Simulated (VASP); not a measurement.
# Si62Sn (a cell with a defect) in VASP: single point with PBE

Aim: the single point of Si62Sn (a cell with a defect) with PBE.

All numbers are computed with VASP 6.6.1; they aren't measurements. Logs are shortened: lines on timing, memory, paths and dates and some standing lists are left out, and cuts for length are marked.

### 1 The cell of the first run

The cell holds a defect, 63 atoms: a = 10.860 Å, b = 10.860 Å, c = 10.860 Å, α = 90.00°, β = 90.00°, γ = 90.00°.

### 2 Single point, PBE, collinear spin

File INCAR:

```
SYSTEM = Si62Sn
PREC = Accurate
ENCUT = 520
EDIFF = 1E-6
ISMEAR = -1
SIGMA = 0.05
LREAL = Auto
LASPH = .TRUE.
NELM = 150
ALGO = Normal
ISIF = 2
LWAVE = .FALSE.
LCHARG = .FALSE.
ISPIN = 2
MAGMOM = 0 0 0 0 0 0 0 0 0 0 0 0 0 0 0 0 0 0 0 0 0 0 0 0 0 0 0 0 0 0 0 0 0 0 0 0 0 0 0 0 0 0 0 0 0 0 0 0 0 0 0 0 0 0 0 0 0 0 0 0 0 0 1
LORBIT = 11
GGA = PE
NELECT = 263.0
NBANDS = 172
```

File KPOINTS:

```
Automatic mesh
0
G
  1 1 1
  0 0 0
```

File POSCAR:

```
Si62Sn
1.0
   10.8600000000      0.0000000000      0.0000000000
    0.0000000000     10.8600000000      0.0000000000
    0.0000000000      0.0000000000     10.8600000000
Si Sn
62 1
Direct
    0.4977012732     -0.0012994698     -0.0024843283
    0.6215257005      0.1231617944      0.1240608765
    0.7573571011      0.2435053778      0.0074831924
    0.7462847572     -0.0015634240      0.2488630572
    0.8664808628      0.1342990058      0.3654042866
   -0.0013869444     -0.0013925033     -0.0035339789
    0.1153410180      0.1342984385      0.1167858624
    0.2510267841      0.2509212653     -0.0035262113
    0.3739999638      0.3754962502      0.1242249059
    0.5020530045      0.4986038961      0.0011743674
    0.6304279060      0.6191830672      0.1274859816
    0.7510245156      0.7475102910      0.0012006824
    0.8740562768      0.8755853203      0.1242311662
    0.2422939412      0.0072467930      0.2455503689
    0.3705186169      0.1280212749      0.3717211930
    0.4986411004      0.2510194050      0.2486857865
    0.6214112786      0.3756441537      0.3765907974
    0.7572777940      0.4921774345      0.2563919196
    0.8738520500      0.6280985613      0.3764673392
    0.4955618609      0.0019947159      0.4977805013
    0.6218563729      0.1243064721      0.6249910831
    0.7462534956      0.2508984004      0.5012424643
    0.8740187895      0.3755201692      0.6241112890
    0.7474774479     -0.0014393817      0.7480370750
    0.8738535977      0.1232782940      0.8716511862
    0.0059558287      0.4923316261      0.0073812823
    0.1263373440      0.6279821679      0.1240486124
    0.2509458878      0.7517301192     -0.0023621408
    0.3726597045      0.8769149078      0.1243152490
    0.1152749117      0.3830011774      0.3654618284
    0.2510470422      0.5032097982      0.2488397913
    0.3746847827      0.6278592314      0.3752185802
    0.5000304901      0.7495411341      0.2486717497
    0.6217354335      0.8747783642      0.3753888517
   -0.0046595191      0.0072986797      0.4924445731
    0.1215974074      0.1279802283      0.6207484041
    0.2423160628      0.2542245153      0.4924745385
    0.3726930585      0.3754218276      0.6228768062
    0.4976776800      0.5022318078      0.5010404088
    0.6250259007      0.6245617919      0.6271904346
    0.7474860172      0.7518060904      0.5010834185
    0.8742008083      0.8768892498      0.6228814908
    0.2476413358      0.0018686968      0.7457938810
    0.3746791454      0.1245049891      0.8718762847
    0.5000621195      0.2509983119      0.7501770009
    0.6303674421      0.3722919238      0.8805465327
    0.7510332678      0.4985269409      0.7522357912
    0.8772590362      0.6192887663      0.8804563034
   -0.0014790560      0.7509194323      0.2486719446
    0.1215592341      0.8789910984      0.3717706181
   -0.0014034913      0.5033129906      0.5011697337
    0.1252366453      0.6277161081      0.6249347838
    0.2476497951      0.7539645586      0.4978075998
    0.3737110994      0.8758685191      0.6238477357
   -0.0015275460      0.2510757335      0.7487764163
    0.1262655013      0.3756590518      0.8717260660
    0.2509226108      0.5020143559      0.7480423755
    0.3770202380      0.6246067505      0.8750816563
    0.4989576553      0.7506289950      0.7490767219
    0.6249619560      0.8724998624      0.8751888785
   -0.0013642463      0.7495289896      0.7501689092
    0.1251366251      0.8748140075      0.8720193503
    0.9362818265      0.3132062994      0.1866392738
```

Potentials or basis: VASP PAW PBE potentials, release 64 (Si, Sn_d).

The run is started by

```console
$ cat potpaw_PBE.64/Si/POTCAR potpaw_PBE.64/Sn_d/POTCAR > POTCAR
$ mpirun -np 1 vasp_gam > vasp.out
```

OUTCAR:

```text
SYSTEM = Si62Sn
   PREC = Accurate
   ENCUT = 520
   EDIFF = 1E-6
   ISMEAR = -1
   LREAL = Auto
   LASPH = .TRUE.
   NELM = 150
   ISIF = 2
   ISPIN = 2
   LORBIT = 11
   GGA = PE
   NELECT = 263.0

 ion  position               nearest neighbor table
   1  0.498  0.999  0.998-  29 2.34  44 2.35   2 2.35  60 2.36
   2  0.622  0.123  0.124-   3 2.34   4 2.35   1 2.35  16 2.35
   3  0.757  0.244  0.007-  25 2.34   2 2.34  46 2.40  63 2.85
   4  0.746  0.998  0.249-   5 2.34   2 2.35  34 2.35  13 2.35
   5  0.866  0.134  0.365-   4 2.34  22 2.34  35 2.40  63 2.85
   6  0.999  0.999  0.996-   7 2.34  25 2.35  62 2.35  13 2.35
[... 54 lines left out ...]
  61  0.999  0.750  0.750-  62 2.34  52 2.34  42 2.38  48 2.40
  62  0.125  0.875  0.872-  61 2.34  28 2.35   6 2.35  43 2.36
  63  0.936  0.313  0.187-   5 2.85  30 2.85  18 2.85   7 2.85   3 2.85  26 2.85

  LATTYP: Found a simple cubic cell.
 ALAT       =    10.8600000000

  Lattice vectors:

 A1 = (  10.8600000000,   0.0000000000,   0.0000000000)
 A2 = (   0.0000000000,  10.8600000000,   0.0000000000)
 A3 = (   0.0000000000,   0.0000000000,  10.8600000000)

Analysis of symmetry for initial positions (statically):
=====================================================================
 Subroutine PRICEL returns:
 Original cell was already a primitive cell.

 Routine SETGRP: Setting up the symmetry group for a
 simple cubic supercell.

 Subroutine GETGRP returns: Found  1 space group operations
 (whereof  1 operations were pure point group operations)
 out of a pool of 48 trial point group operations.

The static configuration has the point symmetry C_1 .

Analysis of symmetry for dynamics (positions and initial velocities):
=====================================================================
 Subroutine PRICEL returns:
 Original cell was already a primitive cell.

 Routine SETGRP: Setting up the symmetry group for a
 simple cubic supercell.

 Subroutine GETGRP returns: Found  1 space group operations
 (whereof  1 operations were pure point group operations)
 out of a pool of 48 trial point group operations.

The dynamic configuration has the point symmetry C_1 .

Analysis of structural, dynamic, and magnetic symmetry:
=====================================================================
 Subroutine PRICEL returns:
 Original cell was already a primitive cell.

 Routine SETGRP: Setting up the symmetry group for a
 simple cubic supercell.

 Subroutine GETGRP returns: Found  1 space group operations
[... 243 lines left out ...]
  ext. energy  EPLUGINS =         0.00000000
  ---------------------------------------------------
  free energy    TOTEN  =      -324.69340342 eV

  energy without entropy =     -324.46338752  energy(sigma->0) =     -324.57839547

 E-fermi :   6.3609     XC(G=0):  -9.3961

 val. band max:        6.3373081311   @ k =   0.0000   0.0000   0.0000
 cond. band min:       6.4714650384   @ k =   0.0000   0.0000   0.0000
 fundamental gap:      0.1341569073
 Fermi energy:         6.3608727808

 spin component 1

 k-point     1 :       0.0000    0.0000    0.0000
  band No.  band energies     occupation
      1     -15.3489      1.00000
      2     -15.3488      1.00000
      3     -15.3258      1.00000
      4     -15.3258      1.00000
      5     -15.3237      1.00000
      6      -6.1192      1.00000
[... 135 lines left out ...]
    142       6.9829      0.00000
    143       7.0017      0.00000
 Fermi energy:         6.3608727808

 spin component 2

 k-point     1 :       0.0000    0.0000    0.0000
  band No.  band energies     occupation
      1     -15.3489      1.00000
      2     -15.3488      1.00000
      3     -15.3259      1.00000
      4     -15.3258      1.00000
      5     -15.3237      1.00000
      6      -6.1192      1.00000
[... 135 lines left out ...]
    142       6.9829      0.00000
    143       7.0018      0.00000
 [bands above 143 left out]

------------------------ aborting loop because EDIFF is reached ----------------------------------------

  FORCE on cell =-STRESS in cart. coord.  units (eV):
  Direction    XX          YY          ZZ          XY          YZ          ZX
  --------------------------------------------------------------------------------------
  -------------------------------------------------------------------------------------
  Total       24.4037250     24.4005745     24.4003987      6.4280865      6.4449693     -6.4541673
  in kB       30.5265152     30.5225743     30.5223543      8.0408660      8.0619845     -8.0734903
  external PRESSURE =      30.5238146 kB  Pullay stress =       0.0000000 kB

 VOLUME and BASIS-vectors are now :
 -----------------------------------------------------------------------------
  energy-cutoff  :      520.00
  volume of cell :     1280.82
      direct lattice vectors                 reciprocal lattice vectors
    10.860000000  0.000000000  0.000000000     0.092081031  0.000000000  0.000000000
     0.000000000 10.860000000  0.000000000     0.000000000  0.092081031  0.000000000
     0.000000000  0.000000000 10.860000000     0.000000000  0.000000000  0.092081031

 POSITION                                       TOTAL-FORCE (eV/Angst)
 -----------------------------------------------------------------------------------
      5.40504     10.84589     10.83302         0.006536      0.003598      0.002483
      6.74977      1.33754      1.34730         0.004392      0.003225     -0.000936
      8.22490      2.64447      0.08127        -0.004138     -0.010108      0.005396
      8.10465     10.84302      2.70265        -0.006691      0.001273     -0.000294
      9.40998      1.45849      3.96829        -0.005393     -0.002033      0.004179
     10.84494     10.84488     10.82162         0.002532     -0.002963     -0.003177
[... 55 lines left out ...]
      1.35898      9.50048      9.47013         0.003577      0.000694      0.001523
     10.16802      3.40142      2.02690        -0.013430      0.006515     -0.007693
 -----------------------------------------------------------------------------------
    total drift:                               -0.024249      0.018312     -0.018699

  FREE ENERGIE OF THE ION-ELECTRON SYSTEM (eV)
  ---------------------------------------------------
  free  energy   TOTEN  =      -324.6934034157 eV

  energy  without entropy=     -324.4633875208  energy(sigma->0) =     -324.57839547

 total charge

# of ion       s       p       d       tot
------------------------------------------
    1        0.742   0.959   0.000   1.702
    2        0.742   0.962   0.000   1.704
    3        0.768   0.898   0.000   1.665
    4        0.742   0.962   0.000   1.704
    5        0.768   0.898   0.000   1.665
    6        0.742   0.962   0.000   1.704
[... 55 lines left out ...]
   62        0.742   0.959   0.000   1.702
   63        1.118   1.078  10.013  12.209
--------------------------------------------------
tot         47.259  59.949  10.013 117.221

 magnetization (x)

# of ion       s       p       d       tot
------------------------------------------
    1        0.000   0.000   0.000   0.000
    2        0.000   0.000   0.000   0.000
    3        0.000   0.000   0.000   0.000
    4        0.000   0.000   0.000   0.000
    5        0.000   0.000   0.000   0.000
    6        0.000   0.000   0.000   0.000
[... 55 lines left out ...]
   62        0.000   0.000   0.000   0.000
   63       -0.000  -0.000   0.000  -0.000
--------------------------------------------------
tot          0.000   0.001   0.000   0.001
```

Wall time 31 min (1 thread of Intel Xeon 8259CL, shared host); peak memory 1.4 GiB.

What came out:

| Item | Value |
| --- | --- |
| Free energy | -324.6934 eV |
| Largest force | 0.017 eV/Å |
| Net moment | 0.00 μB per cell |
| Valence electrons inside the program's atomic spheres | Si 1.70, 1.67, 1.68, 1.69 (each value once); Sn 12.21 |

Forces in eV/Å, atoms in the order of the input:
```
Si   0.007  0.004  0.002
Si   0.004  0.003 -0.001
Si  -0.004 -0.010  0.005
Si  -0.007  0.001  0.000
Si  -0.005 -0.002  0.004
Si   0.003 -0.003 -0.003
Si  -0.001 -0.005 -0.007
Si   0.003  0.002 -0.003
Si  -0.002  0.006 -0.005
Si   0.004 -0.003  0.001
Si  -0.005 -0.001 -0.010
Si   0.002 -0.005  0.002
Si  -0.001  0.006 -0.005
Si   0.000 -0.002  0.005
Si   0.003 -0.003  0.004
Si   0.003 -0.005  0.002
Si   0.002  0.000  0.000
Si   0.003  0.000  0.005
Si   0.002 -0.002  0.000
Si  -0.001 -0.001  0.000
Si  -0.003  0.001 -0.004
Si  -0.003 -0.002  0.000
Si   0.000  0.005 -0.003
Si  -0.001  0.003  0.004
Si   0.002  0.001  0.003
Si   0.010 -0.002  0.007
Si  -0.001 -0.002  0.001
Si  -0.006 -0.002 -0.002
Si   0.000  0.002 -0.007
Si   0.002  0.005  0.006
Si  -0.001  0.004 -0.004
Si   0.000 -0.002  0.005
Si   0.004  0.000  0.008
Si   0.001  0.003 -0.001
Si   0.003  0.004 -0.003
Si   0.003 -0.004 -0.001
Si  -0.002 -0.003  0.002
Si  -0.001  0.005 -0.006
Si   0.007 -0.003 -0.001
Si  -0.001  0.000 -0.003
Si  -0.004 -0.006  0.000
Si  -0.005  0.003 -0.006
Si  -0.006  0.005 -0.001
Si  -0.001 -0.006  0.001
Si   0.005 -0.004  0.002
Si  -0.004  0.008 -0.003
Si   0.000  0.000  0.004
Si  -0.011  0.002 -0.005
Si   0.007 -0.003  0.003
Si   0.003 -0.001  0.003
Si   0.004  0.005  0.002
Si  -0.001 -0.001 -0.003
Si  -0.005  0.001 -0.003
Si  -0.002  0.004 -0.001
Si   0.008 -0.007  0.000
Si  -0.001  0.000  0.002
Si  -0.005  0.003  0.002
Si   0.000 -0.002  0.005
Si   0.003 -0.002  0.000
Si  -0.003  0.001  0.001
Si   0.007 -0.001  0.002
Si   0.004  0.001  0.002
Sn  -0.013  0.007 -0.008
```

Caveat: the k points lie up to 0.58 Å⁻¹ apart; the cell carries a net charge on a neutralising background, which shifts energy and pressure; the cell is charged against a uniform background, so pressure and absolute levels hang on convention; spin-orbit coupling is left out, which moves the levels of the heavy elements.
